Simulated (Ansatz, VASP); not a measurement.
Te2H in VASP and in Ansatz

Contents of INCAR:

```
ALGO     = Fast           # electronic algorithm
EDIFF    = 1E-7           # SCF threshold, eV
ENCUT    = 520            # plane-wave cutoff, eV
GGA      = PE             # functional
ISIF     = 2              # what is computed and relaxed
ISMEAR   = -1             # smearing method
LASPH    = True           # aspherical terms in the spheres
LCHARG   = True           # write CHGCAR
LELF     = True           # ELF
LREAL    = False          # projectors in reciprocal space
LVHAR    = True         
LWAVE    = False          # write WAVECAR
NBANDS   = 14             # bands
NELM     = 80             # most SCF steps
PREC     = Accurate       # precision mode
SIGMA    = 0.0145         # smearing width, eV
```

The input KPOINTS:

```
k-points
0
Gamma
  11 11 6
```

File POSCAR:

```
Te2H
1.0
    3.6417260000      0.0000000000      0.0000000000
   -1.8208630000      3.1538290000      0.0000000000
    0.0000000000      0.0000000000      6.2652720000
H Te
1 2
Direct
    0.0000000000      0.0000000000      0.0000000000
    0.6667000000      0.3333000000      0.2628000000
    0.3333000000      0.6667000000      0.7372000000
```

Input for Ansatz:

```yaml
crystal:
  lattice:
    - [3.641726, 0.0, 0.0]
    - [-1.820863, 3.153829, 0.0]
    - [0.0, 0.0, 6.265272]
  atoms:
    - { symbol: H, position: [0.0, 0.0, 0.0] }
    - { symbol: Te, position: [0.6667, 0.3333, 0.2628] }
    - { symbol: Te, position: [0.3333, 0.6667, 0.7372] }
  symmetry: { tolerance: 0.0003 }
kpoints:
  mp_grid: { grid: [11, 11, 6], shift: [0, 0, 0] }
  band_path:
    path:
      - [0.0, 0.0, 0.0]
      - [0.5, 1.4e-07, 0.0]
      - [0.33333333, 0.33333347, 0.0]
      - [0.0, 0.0, 0.0]
      - [0.0, 0.0, 0.5]
      - [0.5, 1.4e-07, 0.5]
      - [0.33333333, 0.33333347, 0.5]
      - [0.0, 0.0, 0.5]
      - [0.5, 1.4e-07, 0.5]
      - [0.5, 1.4e-07, 0.0]
      - [0.33333333, 0.33333347, 0.5]
    npoints: 6
magnetization:
  spin_polarized: false
scf:
  occupations: { method: fermi_dirac, width: 0.0145 }
  lower_state_search: "off"
  max_iter: 200
hamiltonian:
  pseudopotentials: { kind: paw }
  xc: pbe
basis:
  ecutwfc: 420
  fft_grid_basis: typed
output:
  forces: true
  stress: true
  eigenvalues: true
  bader: true
  populations: true
  elf: true
  write_potential: true
  volumetric_format: npy
  dos:
    e_range: [-12, 8]
    de: 0.05
    projected: { site_lists: { H: [H], Te: [Te] } }
checkpoint:
  read: saved_state
```

Alike in both runs: task single point; functional PBE; k mesh 11 × 11 × 6; occupations fermi-dirac, width 0.0145 eV; no spin polarisation.

|  | VASP | Ansatz |
| --- | --- | --- |
| version | VASP 6.6.1 | Ansatz 0.2.0 |
| potentials or method | VASP PAW PBE potentials, release 64 (H, Te), cutoff 520 eV | PAW plane waves |
| valence electrons in the cell | 13 | 33 |

```tsv
	VASP	Ansatz	Ansatz less VASP
pressure (GPa)	-7.1	-7.0	+0.07
traceless stress, the component that is largest in VASP (GPa)	0.27	0.26	-0.007
rms of the force components (eV/Å)	0.011	0.011	+0.0003
```

Atom by atom the forces differ by 0.000 eV/Å (rms over components). VASP's potentials hold 13 valence electrons a cell and Ansatz's 33, so a difference there can come from the potentials and not from the codes. Ansatz's warnings: structure snapped to symmetry.

Spin-orbit coupling is off throughout.
